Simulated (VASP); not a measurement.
# ZrN (Fm-3m) in VASP: a series of runs

Runs on ZrN. Level: PBEsol. Tasks: single point, relaxation of cell and atoms.

Everything below comes from runs of VASP 6.6.1. Logs are shortened: lines on timing, memory, paths and dates and some standing lists are left out, and cuts for length are marked.

**1. The cell of the first run**

It takes space group Fm-3m (No. 225, cubic). Conventional cell: a = 4.589 Å, b = 4.589 Å, c = 4.589 Å, α = 90.00°, β = 90.00°, γ = 90.00°. Within 3.0 Å of Zr (site symmetry m-3m) lie 6 N at 2.29 Å. Within 3.0 Å of N (site symmetry m-3m) lie 6 Zr at 2.29 Å.

**2. Single point, PBEsol**

INCAR

```
ALGO     = Normal         # electronic algorithm
EDIFF    = 1E-6           # SCF threshold, eV
ENCUT    = 600            # plane-wave cutoff, eV
GGA      = PS             # functional
GGA_COMPAT= False        
ISIF     = 2              # what is computed and relaxed
ISMEAR   = 0              # smearing method
LASPH    = True           # aspherical terms in the spheres
LCHARG   = False          # write CHGCAR
LREAL    = False          # projectors in reciprocal space
LWAVE    = False          # write WAVECAR
NBANDS   = 16             # bands
NELM     = 120            # most SCF steps
PREC     = Accurate       # precision mode
SIGMA    = 0.1            # smearing width, eV
```

KPOINTS

```
k-points
0
Gamma
  6 6 6
```

POSCAR

```
ZrN
1.0
    0.0000000000      2.2942655900      2.2942655900
    2.2942655900      0.0000000000      2.2942655900
    2.2942655900      2.2942655900      0.0000000000
Zr N
1 1
Direct
    0.5000000000      0.5000000000      0.5000000000
    0.0000000000      0.0000000000      0.0000000000
```

Potentials or basis: VASP PAW PBE potentials, release 64 (Zr_sv, N).

Launch:

```bash
> cat potpaw_PBE.64/Zr_sv/POTCAR potpaw_PBE.64/N/POTCAR > POTCAR
> mpirun -np 1 vasp_std > vasp.out
```

OUTCAR:

```text
EDIFF = 1E-6
   ENCUT = 600
   GGA = PS
   ISIF = 2
   ISMEAR = 0
   LASPH = True
   LREAL = False
   NELM = 120
   PREC = Accurate

 ion  position               nearest neighbor table
   1  0.500  0.500  0.500-   2 2.29   2 2.29   2 2.29   2 2.29   2 2.29   2 2.29
   2  0.000  0.000  0.000-   1 2.29   1 2.29   1 2.29   1 2.29   1 2.29   1 2.29

  LATTYP: Found a face centered cubic cell.
 ALAT       =     4.5885311800

  Lattice vectors:

 A1 = (   0.0000000000,   2.2942655900,   2.2942655900)
 A2 = (   2.2942655900,   0.0000000000,   2.2942655900)
 A3 = (   2.2942655900,   2.2942655900,   0.0000000000)

Analysis of symmetry for initial positions (statically):
=====================================================================
 Subroutine PRICEL returns:
 Original cell was already a primitive cell.

 Routine SETGRP: Setting up the symmetry group for a
 face centered cubic supercell.

 Subroutine GETGRP returns: Found 48 space group operations
 (whereof 48 operations were pure point group operations)
 out of a pool of 48 trial point group operations.

The static configuration has the point symmetry O_h .

Analysis of symmetry for dynamics (positions and initial velocities):
=====================================================================
 Subroutine PRICEL returns:
 Original cell was already a primitive cell.

 Routine SETGRP: Setting up the symmetry group for a
 face centered cubic supercell.

 Subroutine GETGRP returns: Found 48 space group operations
 (whereof 48 operations were pure point group operations)
 out of a pool of 48 trial point group operations.

The dynamic configuration has the point symmetry O_h .

 Subroutine INISYM returns: Found 48 space group operations
 (whereof 48 operations are pure point group operations),
 and found     1 'primitive' translations

----------------------------------------------------------------------------------------

                                     Primitive cell

  volume of cell :      24.1524

  direct lattice vectors                    reciprocal lattice vectors
     0.000000000  2.294265590  2.294265590    -0.217934664  0.217934664  0.217934664
     2.294265590  0.000000000  2.294265590     0.217934664 -0.217934664  0.217934664
     2.294265590  2.294265590  0.000000000     0.217934664  0.217934664 -0.217934664

  length of vectors
     3.244581513  3.244581513  3.244581513     0.377473910  0.377473910  0.377473910

  position of ions in fractional coordinates (direct lattice)
     0.500000000  0.500000000  0.500000000
     0.000000000  0.000000000  0.000000000

[... 68 lines left out ...]
   LREAL  =      F    real-space projection
   EDIFFG = 0.1E-04   stopping-criterion for IOM
   NSW    =      0    number of steps for IOM
   IBRION =     -1    ionic relax: 0-MD 1-quasi-New 2-CG
   NFREE  =      0    steps in history (QN), initial steepest desc. (CG)
   ISIF   =      2    stress and relaxation
   ISYM   =      2    0-nonsym 1-usesym 2-fastsym
   POTIM  = 0.5000    time-step for ionic-motion
   TEBEG  =    0.0;   TEEND  =   0.0 temperature during run
   PSTRESS=    0.0 pullay stress
   NELECT =      17.0000    total number of electrons
   NUPDOWN=      -1.0000    fix difference up-down
   EMIN   =  10.00;   EMAX   =-10.00  energy-range for DOS
   EFERMI =   0.00;   METHOD = LEGACY
   ISMEAR =     0;   SIGMA  =   0.10  broadening in eV -4-tet -1-fermi 0-gaus
   EFERMI_NEDOS =   21; number of points for ismear=-14 and -15
   IALGO  =     38    algorithm
   IMIX   =      4    mixing-type and parameters
     AMIX     =   0.40;   BMIX     =  1.00
     AMIX_MAG =   1.60;   BMIX_MAG =  1.00
  volume/ion in A,a.u.               =      12.08        81.49
  Fermi-wavevector in a.u.,A,eV,Ry     =   1.456255  2.751923 28.853587  2.120679
  Thomas-Fermi vector in A             =   2.573195
   LORBIT       =      0    0 simple, 1 ext, 2 COOP (PROOUT), +10 PAW based schemes
   GGA     = PS    functional components
   LHFCALC =     F    Hartree Fock is set to
   AEXX    =    0.0000 exact exchange contribution
   IVDW    =     0    specifies the selected vdW correction
   LEPSILON=     F    determine dielectric tensor
   LRPA    =     F    only Hartree local field effects (RPA)
 non-spin polarized calculation
 Gauss-broadening in eV      SIGMA  =   0.10
  energy-cutoff  :      600.00
  volume of cell :       24.15
 maximum number of plane-waves:       821
 NGX is ok and might be reduce to    28
   NGX = 13   NGY = 13   NGZ = 13

 number of electron      17.0000000 magnetization

 Free energy of the ion-electron system (eV)
  ---------------------------------------------------
  ext. energy  EPLUGINS =         0.00000000
  ---------------------------------------------------
  free energy    TOTEN  =       -21.57648392 eV

  energy without entropy =      -21.57416061  energy(sigma->0) =      -21.57532227

 E-fermi :  11.9518     XC(G=0): -12.6679

 val. band max:       11.9130440019   @ k =   0.1667   0.0000   0.0000
 cond. band min:      12.0958226798   @ k =   0.1667   0.0000   0.0000
 fundamental gap:      0.1827786779
 Fermi energy:        11.9518227572

 k-point     1 :       0.0000    0.0000    0.0000
  band No.  band energies     occupation
      1     -37.6877      2.00000
      2     -15.3375      2.00000
      3     -15.3375      2.00000
      4     -15.3375      2.00000
      5      -4.3918      2.00000
      6       9.1763      2.00000
[... 281 lines left out ...]
      3     -15.8447      2.00000
      4     -15.7447      2.00000
      5      -3.4030      2.00000
      6       6.8688      2.00000
[... 8 lines left out ...]
     15      22.4591      0.00000
     16      25.2381      0.00000

------------------------ aborting loop because EDIFF is reached ----------------------------------------

  FORCE on cell =-STRESS in cart. coord.  units (eV):
  Direction    XX          YY          ZZ          XY          YZ          ZX
  --------------------------------------------------------------------------------------
  -------------------------------------------------------------------------------------
  Total       -0.9098772     -0.9098772     -0.9098772      0.0000000     -0.0000000      0.0000000
  in kB      -60.3576433    -60.3576433    -60.3576433      0.0000000     -0.0000000      0.0000000
  external PRESSURE =     -60.3576433 kB  Pullay stress =       0.0000000 kB

 VOLUME and BASIS-vectors are now :
 -----------------------------------------------------------------------------
  energy-cutoff  :      600.00
  volume of cell :       24.15
      direct lattice vectors                 reciprocal lattice vectors
     0.000000000  2.294265590  2.294265590    -0.217934664  0.217934664  0.217934664
     2.294265590  0.000000000  2.294265590     0.217934664 -0.217934664  0.217934664
     2.294265590  2.294265590  0.000000000     0.217934664  0.217934664 -0.217934664

 POSITION                                       TOTAL-FORCE (eV/Angst)
 -----------------------------------------------------------------------------------
      2.29427      2.29427      2.29427         0.000000     -0.000000     -0.000000
      0.00000      0.00000      0.00000         0.000000      0.000000      0.000000
 -----------------------------------------------------------------------------------
    total drift:                                0.000000      0.000000      0.000000

  FREE ENERGIE OF THE ION-ELECTRON SYSTEM (eV)
  ---------------------------------------------------
  free  energy   TOTEN  =       -21.5764839232 eV

  energy  without entropy=      -21.5741606135  energy(sigma->0) =      -21.57532227
```

OSZICAR:

```text
N       E                     dE             d eps       ncg     rms          rms(c)
DAV:   1     0.122187028705E+03    0.12219E+03   -0.95556E+03   512   0.116E+03
DAV:   2    -0.184167009896E+02   -0.14060E+03   -0.13055E+03   640   0.321E+02
DAV:   3    -0.247018341703E+02   -0.62851E+01   -0.62329E+01   872   0.624E+01
DAV:   4    -0.248054302748E+02   -0.10360E+00   -0.10359E+00   584   0.602E+00
DAV:   5    -0.248063695443E+02   -0.93927E-03   -0.93926E-03   728   0.500E-01    0.222E+01
DAV:   6    -0.217475888616E+02    0.30588E+01   -0.63641E+00   592   0.248E+01    0.867E+00
DAV:   7    -0.216145769565E+02    0.13301E+00   -0.46901E-01   656   0.633E+00    0.683E+00
DAV:   8    -0.215894847545E+02    0.25092E-01   -0.24379E-01   592   0.420E+00    0.326E+00
DAV:   9    -0.215770999918E+02    0.12385E-01   -0.49574E-02   560   0.195E+00    0.109E+00
DAV:  10    -0.215764862276E+02    0.61376E-03   -0.25012E-03   632   0.478E-01    0.428E-02
DAV:  11    -0.215764871491E+02   -0.92155E-06   -0.41249E-05   656   0.522E-02    0.536E-02
DAV:  12    -0.215764841016E+02    0.30475E-05   -0.71094E-06   632   0.203E-02    0.403E-03
DAV:  13    -0.215764839232E+02    0.17845E-06   -0.15611E-07   336   0.388E-03
   1 F= -.21576484E+02 E0= -.21575322E+02  d E =-.232331E-02
```

stdout:

```text
POSCAR found type information on POSCAR ZrN
 POSCAR found :  2 types and       2 ions
 scaLAPACK will be used
 -----------------------------------------------------------------------------
|                                                                             |
|                                                                             |
|     You enforced a specific xc type in the INCAR file but a different       |
|     I HOPE YOU KNOW WHAT YOU ARE DOING!                                     |
|                                                                             |
 -----------------------------------------------------------------------------

 LDA part: xc-table for (Slater+PW92), standard interpolation
 POSCAR, INCAR and KPOINTS ok, starting setup
 FFT: planning ... GRIDC
 FFT: planning ... GRID_SOFT
 FFT: planning ... GRID
 WAVECAR not read
 entering main loop
```

Wall time 11 s (1 thread of Intel Xeon Platinum 8488C (Sapphire Rapids), shared host); peak memory 0.15 GiB.

Results:

```
Free energy            : -21.5765 eV
Pressure               : -6.0 GPa
Band gap on the k mesh : zero (an odd number of electrons rules out a gap without spin polarisation)
```

Caveat: the k points lie up to 0.40 Å⁻¹ apart, too coarse for converged energies and pressures of a metal; the PAW data sets were made with another functional, which shifts forces and pressure a little.

**3. Single point, PBEsol**

This run uses another cell than the first one, of 11.80 Å³/atom.

INCAR

```
SYSTEM = ZrN
ALGO = Normal ; EDIFF = 1E-6
ENCUT = 600 ; GGA = PS
GGA_COMPAT = .False. ; ISIF = 2
ISMEAR = 0 ; LASPH = .True.
LCHARG = .True. ; LELF = .True.
LREAL = .False. ; LVHAR = .True.
LWAVE = .False. ; NBANDS = 16
NELM = 120 ; PREC = Accurate
SIGMA = 0.1
```

KPOINTS

```
k-points
0
Gamma
  16 16 16
  0 0 0
```

POSCAR

```
ZrN
1.0
    0.0000000000      2.2763727134      2.2763727134
    2.2763727134      0.0000000000      2.2763727134
    2.2763727134      2.2763727134      0.0000000000
Zr N
1 1
Direct
    0.5000000000      0.5000000000      0.5000000000
    0.0000000000      0.0000000000      0.0000000000
```

Potentials or basis: VASP PAW PBE potentials, release 64 (Zr_sv, N).

Launch:

```bash
> cat potpaw_PBE.64/Zr_sv/POTCAR potpaw_PBE.64/N/POTCAR > POTCAR
> mpirun -np 1 vasp_std > vasp.out
```

Run time: 89 s. Hardware: 1 thread of Intel Xeon Platinum 8488C (Sapphire Rapids), shared host; peak memory 0.21 GiB.

Results (log left out):

- Free energy: -21.5563 eV
- Pressure: 0.2 GPa
- Band gap on the k mesh: zero (an odd number of electrons rules out a gap without spin polarisation)

Levels at points of the mesh, in eV from the Fermi level:
```tsv
k point	band 6	band 7	band 8	band 9	band 10	band 11	band 12	band 13
(0.00, 0.00, 0.00)	-2.65	-2.65	-2.65	-0.42	-0.42	-0.42	1.63	1.63
(0.50, 0.00, 0.00)	-7.78	-5.78	-5.78	3.15	3.22	3.22	4.81	8.01
(0.50, 0.50, 0.00)	-4.52	-3.60	-3.14	-3.14	3.50	4.73	4.73	5.23
```

Caveat: the PAW data sets were made with another functional, which shifts forces and pressure a little.

**4. Relaxation of cell and atoms, PBEsol**

INCAR

```
SYSTEM = ZrN
PREC     = Accurate       ! precision mode
ENCUT    = 600            ! plane-wave cutoff, eV
EDIFF    = 1E-7           ! SCF threshold, eV
ISMEAR   = 0              ! smearing method
SIGMA    = 0.1            ! smearing width, eV
LREAL    = .FALSE.        ! projectors in reciprocal space
LASPH    = .TRUE.         ! aspherical terms in the spheres
NELM     = 120            ! most SCF steps
ALGO     = Normal         ! electronic algorithm
ISIF     = 3              ! what is computed and relaxed
LWAVE    = .FALSE.        ! write WAVECAR
LCHARG   = .FALSE.        ! write CHGCAR
GGA      = PS             ! functional
IBRION   = 2              ! ionic algorithm
NSW      = 100            ! ionic steps
EDIFFG   = -0.002         ! ionic threshold
GGA_COMPAT= .FALSE.      
NELMIN   = 4
```

KPOINTS

```
regular mesh
0
G
  16 16 16
  0 0 0
```

POSCAR

```
ZrN
1.0
    0.0000000000      2.2942655900      2.2942655900
    2.2942655900      0.0000000000      2.2942655900
    2.2942655900      2.2942655900      0.0000000000
Zr N
1 1
Direct
    0.5000000000      0.5000000000      0.5000000000
    0.0000000000      0.0000000000      0.0000000000
```

Launch:

```bash
> cat potpaw_PBE.64/Zr_sv/POTCAR potpaw_PBE.64/N/POTCAR > POTCAR
> mpirun -np 1 vasp_std > vasp.out
```

Run time: 3.8 min. Hardware: 1 thread of Intel Xeon Platinum 8488C (Sapphire Rapids), shared host; peak memory 0.21 GiB.

The run converged. Its results:

* Free energy: -21.5573 eV
* Relaxed volume: 11.80 Å³/atom
* Relaxed cell: a = 3.220 Å, b = 3.220 Å, c = 3.220 Å, α = 60.00°, β = 60.00°, γ = 60.00°
* Space group after relaxing (to 0.1 Å): Fm-3m (No. 225)
* Energy gained by relaxing: 5.1 meV/atom
* Ionic steps: 6
* Pressure after relaxing: 0.0 GPa
* Band gap on the k mesh: zero (an odd number of electrons rules out a gap without spin polarisation)

The path:
| step | energy change (eV) | largest force (eV/Å) | pressure (GPa) | volume (Å³) |
| --- | --- | --- | --- | --- |
| 1 | 0.0000 | 0.0000 | -5.84 | 24.15 |
| 2 | 0.0251 | 0.0000 | 12.24 | 22.65 |
| 3 | -0.0102 | 0.0000 | -0.08 | 23.61 |
| 4 | -0.0102 | 0.0000 | 0.05 | 23.60 |
| 5 | -0.0102 | 0.0000 | -0.04 | 23.61 |
| 6 | -0.0102 | 0.0000 | 0.00 | 23.61 |

Final structure:
```
Zr N
1.0
     0.00000    2.27685    2.27685
     2.27685    0.00000    2.27685
     2.27685    2.27685    0.00000
Zr N
1 1
Cartesian
  2.2768 2.2768 2.2768
  2.2768 0.0000 2.2768
```

Levels at points of the mesh, in eV from the Fermi level:
| k point | band 6 | band 7 | band 8 | band 9 | band 10 | band 11 | band 12 |
| --- | --- | --- | --- | --- | --- | --- | --- |
| (0.00, 0.00, 0.00) | -2.65 | -2.65 | -2.65 | -0.42 | -0.42 | -0.42 | 1.63 |
| (0.50, 0.00, 0.00) | -7.78 | -5.78 | -5.78 | 3.15 | 3.21 | 3.21 | 4.81 |
| (0.50, 0.50, 0.00) | -4.52 | -3.60 | -3.14 | -3.14 | 3.49 | 4.73 | 4.73 |

Caveat: the PAW data sets were made with another functional, which shifts forces and pressure a little.

**5. Summary**

| task | cell | k mesh | gap on the mesh (eV) | pressure (GPa) |
| --- | --- | --- | --- | --- |
| single point | a = 3.245 Å, angles 60.0°, 2 atoms | 6 × 6 × 6 | none | -6.0 |
| single point | a = 3.219 Å, angles 60.0°, 2 atoms | 16 × 16 × 16 | none | 0.2 |
| relaxation of cell and atoms | relaxed from a = 3.245 Å, angles 60.0°, 2 atoms | 16 × 16 × 16 | none | 0.0 |

Alike in all rows: level PBEsol; potentials or basis VASP PAW PBE potentials, release 64 (Zr_sv, N); no spin polarisation; cutoff (eV) 600; smearing gaussian 0.1 eV.

Caveats: some runs use coarse meshes; the PAW data sets were made with another functional, which shifts forces and pressure a little.

Absolute energies hang on the potentials; compare differences alone.
